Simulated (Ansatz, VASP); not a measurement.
One calculation of NbP, two programs

File POSCAR:

```
NbP
1.0
   -1.6969642459      1.6969642459      5.8156445774
    1.6969642459     -1.6969642459      5.8156445774
    1.6969642459      1.6969642459     -5.8156445774
Nb P
2 2
Direct
    0.2498808000      0.7498808000      0.5000000000
    0.4998808000      0.4998808000      0.0000000000
    0.8327477700      0.3327477700      0.5000000000
    0.0827477700      0.0827477700      0.0000000000
```

File INCAR.step1:

```
  PREC = Accurate
  ENCUT = 520
  ISMEAR = -1
  SIGMA = 0.05
  LREAL = False
  LASPH = True
  NELM = 80
  NBANDS = 26
  GGA = PE
  ALGO = Normal
  EDIFF = 1E-4
  LWAVE = True
  LCHARG = False
```

File INCAR.step2:

```
  PREC = Accurate
  ENCUT = 520
  EDIFF = 1E-6
  ISMEAR = -1
  SIGMA = 0.05
  LREAL = False
  LASPH = True
  NELM = 80
  ALGO = Normal
  ISIF = 2
  LWAVE = False
  LCHARG = False
  METAGGA = R2SCAN
  LMIXTAU = True
  NBANDS = 26
  ISTART = 1
```

File KPOINTS:

```
Automatic mesh
0
Gamma
  11 11 11
```

input.yaml

```yaml
crystal:
  lattice:
    - [-1.6969642459, 1.6969642459, 5.8156445774]
    - [1.6969642459, -1.6969642459, 5.8156445774]
    - [1.6969642459, 1.6969642459, -5.8156445774]
  atoms:
    - { symbol: Nb, position: [0.2498808, 0.7498808, 0.5] }
    - { symbol: Nb, position: [0.4998808, 0.4998808, 0.0] }
    - { symbol: P, position: [0.83274777, 0.33274777, 0.5] }
    - { symbol: P, position: [0.08274777, 0.08274777, 0.0] }
hamiltonian:
  xc: r2scan
  pseudopotentials: { kind: paw }
kpoints:
  mp_grid: { grid: [11, 11, 11] }
scf:
  occupations: { method: fermi_dirac, width: 0.05 }
output:
  forces: true
  stress: true
  eigenvalues: true
```

Alike in both runs: task single point; functional r2SCAN; k mesh 11 × 11 × 11; occupations fermi-dirac, width 0.05 eV; no spin polarisation.

|  | VASP | Ansatz |
| --- | --- | --- |
| version | VASP 6.6.1 | Ansatz 0.2.0 |
| potentials or method | VASP PAW PBE potentials, release 64 (Nb_sv, P) | Ansatz PAW |
| plane-wave cutoff (eV) | 520 | 500 |
| valence electrons in the cell | 36 | 36 |

VASP gave:

- gap on the k mesh at the Fermi level (eV): none
- pressure (GPa): -8.8
- traceless stress, the component that is largest in VASP (GPa): 0.93
- rms of the force components (eV/Å): 0.009

Estimate Ansatz's values.

gap on the k mesh at the Fermi level (eV): none; pressure (GPa): -8.5; traceless stress, the component that is largest in VASP (GPa): 0.89; rms of the force components (eV/Å): 0.009.

VASP's potentials were made for PBE, not for r2SCAN. Atom by atom the forces differ by 0.001 eV/Å (rms over components). A gap of «none» marks a metal or a gap that the smearing closes.
